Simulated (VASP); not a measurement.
# Zr (P6_3/mmc) in VASP: a series of runs, part 2 of 2

VASP 6.6.1.

## Step 4: Single point, r2SCAN

File POSCAR:

```
Zr
1.0
    3.2445832200      0.0000000000      0.0000000000
   -1.6222916100      2.8098914932      0.0000000000
    0.0000000000      0.0000000000      5.1573641137
Zr
2
Direct
    0.3333333333      0.6666666667      0.2500000000
    0.6666666667      0.3333333333      0.7500000000
```

File INCAR.step1:

```
SYSTEM = Zr
PREC = Accurate ; ENCUT = 520
ISMEAR = -1 ; SIGMA = 0.1
LREAL = .FALSE. ; LASPH = .TRUE.
NELM = 100 ; NBANDS = 19
GGA = PE ; ALGO = Normal
EDIFF = 1E-4 ; LWAVE = .TRUE.
LCHARG = .FALSE.
```

File INCAR.step2:

```
SYSTEM = Zr
PREC = Accurate ; ENCUT = 520
EDIFF = 1E-6 ; ISMEAR = -1
SIGMA = 0.1 ; LREAL = .FALSE.
LASPH = .TRUE. ; NELM = 100
ALGO = Normal ; ISIF = 2
LWAVE = .FALSE. ; LCHARG = .FALSE.
METAGGA = R2SCAN ; LMIXTAU = .TRUE.
NBANDS = 19 ; ISTART = 1
```

File KPOINTS:

```
Automatic mesh
0
G
  2 2 1
  0 0 0
```

Potentials or basis: VASP PAW PBE potentials, release 64 (Zr_sv).

The run is started by

```sh
$ cat potpaw_PBE.64/Zr_sv/POTCAR > POTCAR
$ cp INCAR.step1 INCAR
$ mpirun -np 1 vasp_std > vasp.out
$ cp INCAR.step2 INCAR
$ mpirun -np 1 vasp_std > vasp.out
```

OUTCAR:

```text
SYSTEM = Zr
   PREC = Accurate
   ENCUT = 520
   EDIFF = 1E-6
   ISMEAR = -1
   LREAL = .FALSE.
   LASPH = .TRUE.
   NELM = 100
   ISIF = 2
   METAGGA = R2SCAN
   ISTART = 1

 ion  position               nearest neighbor table
   1  0.333  0.667  0.250-   2 3.19   2 3.19   2 3.19   2 3.19   2 3.19   2 3.19
   2  0.667  0.333  0.750-   1 3.19   1 3.19   1 3.19   1 3.19   1 3.19   1 3.19

  LATTYP: Found a hexagonal cell.
 ALAT       =     3.2445832200
 C/A-ratio  =     1.5895305387

  Lattice vectors:

 A1 = (   3.2445832200,   0.0000000000,   0.0000000000)
 A2 = (  -1.6222916100,   2.8098914932,   0.0000000000)
 A3 = (   0.0000000000,   0.0000000000,   5.1573641137)

Analysis of symmetry for initial positions (statically):
=====================================================================
 Subroutine PRICEL returns:
 Original cell was already a primitive cell.

 Routine SETGRP: Setting up the symmetry group for a
 hexagonal supercell.

 Subroutine GETGRP returns: Found 24 space group operations
 (whereof 12 operations were pure point group operations)
 out of a pool of 24 trial point group operations.

[... 143 lines left out ...]
 cond. band min:       9.5804997735   @ k =   0.5000   0.0000   0.0000
 fundamental gap:      1.0469410157
 Fermi energy:         9.5793771752

 k-point     1 :       0.0000    0.0000    0.0000
  band No.  band energies     occupation
      1     -41.6778      2.00000
      2     -41.5166      2.00000
      3     -19.4589      2.00000
      4     -18.6558      2.00000
      5     -18.6558      2.00000
      6     -18.5135      2.00000
[... 11 lines left out ...]
     18      11.2543      0.00000
     19      13.5686      0.00000

 k-point     2 :       0.5000    0.0000    0.0000
  band No.  band energies     occupation
      1     -41.5366      2.00000
      2     -41.4840      2.00000
      3     -19.3635      2.00000
      4     -19.1853      2.00000
      5     -19.0119      2.00000
      6     -18.8670      2.00000
[... 11 lines left out ...]
     18      14.4598      0.00000
     19      15.2987      0.00000

------------------------ aborting loop because EDIFF is reached ----------------------------------------

  FORCE on cell =-STRESS in cart. coord.  units (eV):
  Direction    XX          YY          ZZ          XY          YZ          ZX
  --------------------------------------------------------------------------------------
  -------------------------------------------------------------------------------------
  Total        2.2066413      2.2066413     -7.5755577     -0.0000000     -0.0000000      0.0000000
  in kB       75.1910361     75.1910361   -258.1362119     -0.0000000     -0.0000000      0.0000000
  external PRESSURE =     -35.9180466 kB  Pullay stress =       0.0000000 kB

 VOLUME and BASIS-vectors are now :
 -----------------------------------------------------------------------------
  energy-cutoff  :      520.00
  volume of cell :       47.02
      direct lattice vectors                 reciprocal lattice vectors
     3.244583220  0.000000000  0.000000000     0.308205995  0.177942814  0.000000000
    -1.622291610  2.809891493  0.000000000     0.000000000  0.355885628  0.000000000
     0.000000000  0.000000000  5.157364114     0.000000000  0.000000000  0.193897498

 POSITION                                       TOTAL-FORCE (eV/Angst)
 -----------------------------------------------------------------------------------
     -0.00000      1.87326      1.28934        -0.000000      0.000000      0.000000
      1.62229      0.93663      3.86802         0.000000     -0.000000      0.000000
 -----------------------------------------------------------------------------------
    total drift:                               -0.000000      0.000000     -0.000000

  FREE ENERGIE OF THE ION-ELECTRON SYSTEM (eV)
  ---------------------------------------------------
  free  energy   TOTEN  =       -46.4063964841 eV

  energy  without entropy=      -46.2191083473  energy(sigma->0) =      -46.31275242
```

OUTCAR.step1:

```text
SYSTEM = Zr
   PREC = Accurate
   ENCUT = 520
   ISMEAR = -1
   LREAL = .FALSE.
   LASPH = .TRUE.
[... 242 lines left out ...]
     -0.00000      1.87326      1.28934         0.000000      0.000000      0.000000
      1.62229      0.93663      3.86802        -0.000000     -0.000000      0.000000
 -----------------------------------------------------------------------------------
    total drift:                               -0.000000      0.000000     -0.000000

  FREE ENERGIE OF THE ION-ELECTRON SYSTEM (eV)
  ---------------------------------------------------
  free  energy   TOTEN  =       -17.9250506194 eV

  energy  without entropy=      -17.7489411646  energy(sigma->0) =      -17.83699589
```

OSZICAR.step1:

```text
N       E                     dE             d eps       ncg     rms          rms(c)
DAV:   1     0.211229887913E+03    0.21123E+03   -0.13437E+04    76   0.126E+03
DAV:   2    -0.562752791332E+01   -0.21686E+03   -0.21426E+03   101   0.363E+02
DAV:   3    -0.182926378018E+02   -0.12665E+02   -0.12638E+02   133   0.644E+01
DAV:   4    -0.186772501496E+02   -0.38461E+00   -0.38446E+00    90   0.110E+01
DAV:   5    -0.186892335379E+02   -0.11983E-01   -0.11983E-01   120   0.129E+00    0.153E+01
DAV:   6    -0.180434840115E+02    0.64575E+00   -0.10269E+00    82   0.751E+00    0.606E+00
DAV:   7    -0.179182776883E+02    0.12521E+00   -0.58734E-01    98   0.521E+00    0.103E+00
DAV:   8    -0.179254228041E+02   -0.71451E-02   -0.57488E-02    98   0.159E+00    0.186E-01
DAV:   9    -0.179251047254E+02    0.31808E-03   -0.75497E-04    90   0.244E-01    0.836E-02
DAV:  10    -0.179250506194E+02    0.54106E-04   -0.10077E-04    55   0.103E-01
   1 F= -.17925051E+02 E0= -.17836996E+02  d E =-.176109E+00
```

It took 16 s on 1 thread of Intel Xeon 8259CL, shared host; peak memory 0.16 GiB.

What came out:

- Free energy: -46.4064 eV
- Pressure: -3.6 GPa
- Band gap on the k mesh: zero (bands 12 and 13 overlap by 0.29 eV)

Caveat: the k points lie up to 1.22 Å⁻¹ apart; the PAW data sets were made with another functional, which shifts forces and pressure a little.

## Step 5: Single point, r2SCAN

POSCAR is that of step 4.

File INCAR.step1:

```
  PREC = Accurate
  ENCUT = 520
  ISMEAR = -1
  SIGMA = 0.1
  LREAL = False
  LASPH = True
  NELM = 100
  NBANDS = 19
  GGA = PE
  ALGO = Normal
  EDIFF = 1E-4
  LWAVE = True
  LCHARG = False
```

File INCAR.step2:

```
  PREC = Accurate
  ENCUT = 520
  EDIFF = 1E-6
  ISMEAR = -1
  SIGMA = 0.1
  LREAL = False
  LASPH = True
  NELM = 100
  ALGO = Normal
  ISIF = 2
  LWAVE = False
  LCHARG = True
  METAGGA = R2SCAN
  LMIXTAU = True
  LELF = True
  LVHAR = True
  NBANDS = 19
  ISTART = 1
```

File KPOINTS:

```
Automatic mesh
0
Gamma
  3 3 2
```

Potentials or basis: VASP PAW PBE potentials, release 64 (Zr_sv).

The run is started by

```sh
$ cat potpaw_PBE.64/Zr_sv/POTCAR > POTCAR
$ cp INCAR.step1 INCAR
$ mpirun -np 1 vasp_std > vasp.out
$ cp INCAR.step2 INCAR
$ mpirun -np 1 vasp_std > vasp.out
```

OUTCAR:

```text
PREC = Accurate
   ENCUT = 520
   EDIFF = 1E-6
   ISMEAR = -1
   LREAL = False
   LASPH = True
   NELM = 100
   ISIF = 2
   METAGGA = R2SCAN
   ISTART = 1

 ion  position               nearest neighbor table
   1  0.333  0.667  0.250-   2 3.19   2 3.19   2 3.19   2 3.19   2 3.19   2 3.19
   2  0.667  0.333  0.750-   1 3.19   1 3.19   1 3.19   1 3.19   1 3.19   1 3.19

  LATTYP: Found a hexagonal cell.
 ALAT       =     3.2445832200
 C/A-ratio  =     1.5895305387

[... 299 lines left out ...]
     19      17.2579      0.00000

------------------------ aborting loop because EDIFF is reached ----------------------------------------

  FORCE on cell =-STRESS in cart. coord.  units (eV):
  Direction    XX          YY          ZZ          XY          YZ          ZX
  --------------------------------------------------------------------------------------
  -------------------------------------------------------------------------------------
  Total       -0.5282553     -0.5282553      0.0285442      0.0000000      0.0000000      0.0000000
  in kB      -18.0002370    -18.0002370      0.9726389      0.0000000      0.0000000      0.0000000
  external PRESSURE =     -11.6759450 kB  Pullay stress =       0.0000000 kB

 VOLUME and BASIS-vectors are now :
 -----------------------------------------------------------------------------
  energy-cutoff  :      520.00
  volume of cell :       47.02
      direct lattice vectors                 reciprocal lattice vectors
     3.244583220  0.000000000  0.000000000     0.308205995  0.177942814  0.000000000
    -1.622291610  2.809891493  0.000000000     0.000000000  0.355885628  0.000000000
     0.000000000  0.000000000  5.157364114     0.000000000  0.000000000  0.193897498

 POSITION                                       TOTAL-FORCE (eV/Angst)
 -----------------------------------------------------------------------------------
     -0.00000      1.87326      1.28934        -0.000000      0.000000      0.000000
      1.62229      0.93663      3.86802         0.000000     -0.000000      0.000000
 -----------------------------------------------------------------------------------
    total drift:                               -0.000000      0.000000     -0.000000

  FREE ENERGIE OF THE ION-ELECTRON SYSTEM (eV)
  ---------------------------------------------------
  free  energy   TOTEN  =       -45.6399914429 eV

  energy  without entropy=      -45.5938449886  energy(sigma->0) =      -45.61691822
```

OUTCAR.step1:

```text
PREC = Accurate
   ENCUT = 520
   ISMEAR = -1
   LREAL = False
   LASPH = True
[... 334 lines left out ...]
     -0.00000      1.87326      1.28934        -0.000000      0.000000      0.000000
      1.62229      0.93663      3.86802         0.000000     -0.000000      0.000000
 -----------------------------------------------------------------------------------
    total drift:                               -0.000000      0.000000     -0.000000

  FREE ENERGIE OF THE ION-ELECTRON SYSTEM (eV)
  ---------------------------------------------------
  free  energy   TOTEN  =       -17.1666390032 eV

  energy  without entropy=      -17.1074615201  energy(sigma->0) =      -17.13705026
```

Run time: 37 s. Hardware: 1 thread of Intel Xeon 8259CL, shared host; peak memory 0.16 GiB.

What came out:

* Free energy: -45.6400 eV
* Pressure: -1.2 GPa
* Band gap on the k mesh: zero (bands 12 and 13 overlap by 1.11 eV)

Caveat: the k points lie up to 0.75 Å⁻¹ apart, too coarse for converged energies and pressures of a metal; the PAW data sets were made with another functional, which shifts forces and pressure a little.

## Step 6: Single point, r2SCAN

POSCAR is that of step 5.

INCAR.step1: that of step 5 with these lines changed.

```diff
@@ -6,3 +6,3 @@
   LASPH = True
-  NELM = 100
+  NELM = 60
   NBANDS = 19
```

File INCAR.step2:

```
  PREC = Accurate
  ENCUT = 520
  EDIFF = 1E-7
  ISMEAR = -1
  SIGMA = 0.1
  LREAL = False
  LASPH = True
  NELM = 60
  ALGO = Normal
  ISIF = 2
  LWAVE = False
  LCHARG = False
  METAGGA = R2SCAN
  LMIXTAU = True
  NBANDS = 19
  ISTART = 1
```

File KPOINTS:

```
Automatic mesh
0
Gamma
  4 4 2
```

Potentials or basis: VASP PAW PBE potentials, release 64 (Zr_sv).

The run is started by

```sh
$ cat potpaw_PBE.64/Zr_sv/POTCAR > POTCAR
$ cp INCAR.step1 INCAR
$ mpirun -np 1 vasp_std > vasp.out
$ cp INCAR.step2 INCAR
$ mpirun -np 1 vasp_std > vasp.out
```

It took 47 s on 1 thread of Intel Xeon 8259CL, shared host; peak memory 0.16 GiB.

Results (log left out):

| Item | Value |
| --- | --- |
| Free energy | -45.4787 eV |
| Pressure | 0.3 GPa |
| Band gap on the k mesh | zero (bands 12 and 13 overlap by 1.10 eV) |

Stress tensor (GPa, compression positive):
```
 0.76  0.00  0.00
 0.00  0.76  0.00
 0.00  0.00 -0.71
```

Levels at points of the mesh, in eV from the Fermi level:
```tsv
k point	band 10	band 11	band 12	band 13	band 14	band 15
(0.00, 0.00, 0.00)	-3.00	1.16	1.16	1.19	1.32	1.90
(0.50, 0.00, 0.00)	-2.46	-2.04	-0.22	0.86	1.03	1.75
(0.00, 0.00, 0.50)	-4.02	0.20	0.20	1.07	1.07	1.07
(0.50, 0.00, 0.50)	-2.80	-0.89	-0.89	1.72	1.72	2.57
```

Caveat: the k points lie up to 0.61 Å⁻¹ apart, too coarse for converged energies and pressures of a metal; the PAW data sets were made with another functional, which shifts forces and pressure a little.

## Step 7: Summary

```csv
k mesh,smearing,gap on the mesh (eV),pressure (GPa)
11 × 11 × 6,methfessel-paxton 0.1 eV,none,-0.2
11 × 11 × 6,methfessel-paxton 0.2 eV,none,-0.1
2 × 2 × 1,fermi-dirac 0.1 eV,none,-3.6
3 × 3 × 2,fermi-dirac 0.1 eV,none,-1.2
4 × 4 × 2,fermi-dirac 0.1 eV,none,0.3
```

Alike in all rows: task single point; level r2SCAN; potentials or basis VASP PAW PBE potentials, release 64 (Zr_sv); no spin polarisation; cell as given; cutoff (eV) 520.

Caveats: some runs use coarse meshes; the PAW data sets were made with another functional, which shifts forces and pressure a little.

Total energies depend on the potentials used, so only differences within one code and one set of settings carry meaning.
